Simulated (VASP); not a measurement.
Runs of VASP 6.6.1 on TiB2. The structure is that of space group P6/mmm (No. 191), or close to it. The cells are those of the table. 

```tsv
task	cell	cutoff (eV)	smearing	gap on the mesh (eV)	pressure (GPa)
single point	a = 3.032, b = 3.032, c = 3.224 Å, angles 90.0, 90.0, 120.0°, 3 atoms	520	gaussian 0.15 eV	none	0.3
single point	a = 3.116, b = 3.116, c = 3.359 Å, angles 90.0, 90.0, 120.0°, 3 atoms	520	gaussian 0.1 eV	none	-19.6
single point	a = 3.032, b = 3.032, c = 3.224 Å, angles 90.0, 90.0, 120.0°, 3 atoms	520	gaussian 0.1 eV	none	0.2
single point	a = 2.978, b = 2.978, c = 3.142 Å, angles 90.0, 90.0, 120.0°, 3 atoms	520	gaussian 0.1 eV	none	(a)
relaxation of shape and atoms at fixed volume	relaxed from a = 3.087, b = 3.087, c = 3.296 Å, angles 90.0, 90.0, 120.0°, 3 atoms	600	gaussian 0.1 eV	none	-12.9
```

Alike in all rows: level PBE; potentials or basis VASP PAW PBE potentials, release 64 (Ti_sv, B); no spin polarisation; k mesh 18 × 18 × 14.

Q: Fill in the values left out.

A: (a) 17.8.

A gap of «none» marks levels without a gap at the run's occupations.
